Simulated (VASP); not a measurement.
Here is a VASP 6.6.1 calculation.

Contents of INCAR:

```
SYSTEM = Si
ALGO = Normal ; EDIFF = 1E-6
EDIFFG = -0.01 ; ENCUT = 600
GGA = PS ; IBRION = 2
ISIF = 3 ; ISMEAR = -1
LASPH = .True. ; LCHARG = .False.
LREAL = .False. ; LWAVE = .False.
NELM = 80 ; NSW = 80
PREC = Accurate ; SIGMA = 0.05
```

Contents of KPOINTS:

```
k-points
0
Gamma
  6 6 6
  0 0 0
```

Contents of POSCAR:

```
Si
1.0
    0.0000000000      2.7153500000      2.7153500000
    2.7153500000      0.0000000000      2.7153500000
    2.7153500000      2.7153500000      0.0000000000
Si
2
Direct
    0.5000000000      0.5000000000      0.5000000000
    0.7500000000      0.7500000000      0.7500000000
```

Potentials or basis: VASP PAW PBE potentials, release 64 (Si).

Command:

```sh
$ cat potpaw_PBE.64/Si/POTCAR > POTCAR
$ mpirun -np 1 vasp_std > vasp.out
```

Problem. Predict the space group after relaxing (to 0.05 Å).

Solution. Fd-3m (No. 227).

Problem. Estimate the band gap on the k mesh.

Solution. 0.59 eV, indirect (least direct gap 2.51 eV).

Problem. Estimate the relaxed volume.

Solution. 20.09 Å³/atom.

Step by step:
```tsv
step	energy change (eV)	largest force (eV/Å)	pressure (GPa)	volume (Å³)
1	0.0000	0.0000	0.34	40.04
2	-0.0001	0.0000	-0.24	40.29
3	-0.0001	0.0000	0.00	40.18
```

Caveat: the PAW data sets were made with another functional, which shifts forces and pressure a little. PBEsol gaps usually lie below the measured ones, often by a third to a half.
